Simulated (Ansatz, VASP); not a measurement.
Ag in VASP and in Ansatz

INCAR

```
ALGO = Fast ; EDIFF = 1E-7
ENCUT = 520 ; GGA = PE
ISIF = 2 ; ISMEAR = 0
LASPH = T ; LCHARG = F
LREAL = F ; LWAVE = F
NBANDS = 12 ; NELM = 80
PREC = Accurate ; SIGMA = 0.15
```

Contents of KPOINTS:

```
k-points
0
Gamma
  24 24 24
```

POSCAR

```
Ag
1.0
    0.0000000000      2.0424917635      2.0735956990
    2.1046996345      0.0000000000      2.0735956990
    2.1046996345      2.0424917635      0.0000000000
Ag
1
Direct
    0.0000000000      0.0000000000      0.0000000000
```

Input for Ansatz:

```yaml
crystal:
  lattice:
    - [0.0, 2.0424917635, 2.073595699]
    - [2.1046996345, 0.0, 2.073595699]
    - [2.1046996345, 2.0424917635, 0.0]
  atoms:
    - { symbol: Ag, position: [0.0, 0.0, 0.0] }
basis:
  ecutwfc: 420
kpoints:
  mp_grid: { grid: [24, 24, 24] }
hamiltonian:
  xc: pbe
scf:
  occupations: { method: gaussian, width: 0.15 }
output:
  forces: true
  stress: true
  eigenvalues: true
```

Change from the starting cell: strain +0.0150 x Voigt [1, -1, 0, 0, 0, 0], atoms carried along.

Alike in both runs: task single point; functional PBE; k mesh 24 × 24 × 24; occupations gaussian, width 0.15 eV; no spin polarisation.

|  | VASP | Ansatz |
| --- | --- | --- |
| version | VASP 6.6.1 | Ansatz 0.2.0 |
| potentials or method | VASP PAW PBE potentials, release 64 (Ag), cutoff 520 eV | scalar-relativistic, plane waves, PAW |
| valence electrons in the cell | 11 | 19 |

Ansatz gave:

```
gap on the k mesh at the Fermi level (eV)                     : none
pressure (GPa)                                                : 0.1
traceless stress, the component that is largest in VASP (GPa) : -0.57
```

Task: What did VASP give for the same quantities?

Result: gap on the k mesh at the Fermi level (eV): none; pressure (GPa): -0.1; traceless stress, the component that is largest in VASP (GPa): -0.57.

A gap of «none» marks a metal or a gap that the smearing closes. VASP's potentials hold 11 valence electrons a cell and Ansatz's 19, so a difference there can come from the potentials and not from the codes.
